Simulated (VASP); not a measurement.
Wanted: the native input for a VASP 6.6.1 run.

| Property | Result |
| --- | --- |
| Task | single point |
| Functional | HSE06 |
| Potentials or basis | VASP PAW PBE potentials, release 64 (In_d, P) |
| Cutoff | 520 eV |
| k mesh | 6 × 6 × 6 |
| Occupations | gaussian, width 0.01 eV |
| Spin | no spin polarisation |
| Dipole correction | no |
| Grid for exact exchange (PRECFOCK) | Normal |
| Further INCAR settings | ALGO = Normal; EDIFF = 1e-06; NBANDS = 16 |
| Share of exact exchange | 0.25 |
| Screening parameter | 0.2079 1/Å |

Crystal: InP.

```
In P
1.0
     0.00000    2.97989    2.97989
     2.97989    0.00000    2.97989
     2.97989    2.97989    0.00000
In P
1 1
Direct
  0.00000 0.00000 0.00000
  0.75000 0.75000 0.75000
```

These files were run (other wordings do the same):

POSCAR

```
InP
1.0
    0.0000000000      2.9798940533      2.9798940533
    2.9798940533      0.0000000000      2.9798940533
    2.9798940533      2.9798940533      0.0000000000
In P
1 1
Direct
    0.0000000000      0.0000000000      0.0000000000
    0.7500000000      0.7500000000      0.7500000000
```

INCAR.step1

```
PREC = Accurate
ENCUT = 520
EDIFF = 1E-5
ISMEAR = 0
SIGMA = 0.01
LREAL = False
LASPH = True
NELM = 60
ALGO = Normal
ISIF = 2
LWAVE = True
GGA = PE
NBANDS = 16
```

INCAR.step2

```
PREC = Accurate
ENCUT = 520
EDIFF = 1E-6
ISMEAR = 0
SIGMA = 0.01
LREAL = False
LASPH = True
NELM = 60
ALGO = Normal
ISIF = 2
LWAVE = False
LCHARG = True
GGA = PE
LHFCALC = True
HFSCREEN = 0.2079
PRECFOCK = Normal
LELF = True
LVHAR = True
ISTART = 1
NBANDS = 16
```

KPOINTS

```
regular mesh
0
Gamma
  6 6 6
```

Potentials or basis: VASP PAW PBE potentials, release 64 (In_d, P).

The run is started by

```console
$ cat potpaw_PBE.64/In_d/POTCAR potpaw_PBE.64/P/POTCAR > POTCAR
$ cp INCAR.step1 INCAR
$ mpirun -np 1 vasp_std > vasp.out
$ cp INCAR.step2 INCAR
$ mpirun -np 1 vasp_std > vasp.out
```

It gave:

* Pressure: -2.1 GPa
* Band gap on the k mesh: 1.19 eV

Caveat: the PAW data sets were made with another functional, which shifts forces and pressure a little; spin-orbit coupling is left out, which moves the levels of the heavy elements.

It took 65 min on 1 thread of Oxide Virtual Turin-like Processor (shared host), peak memory 0.27 GiB.
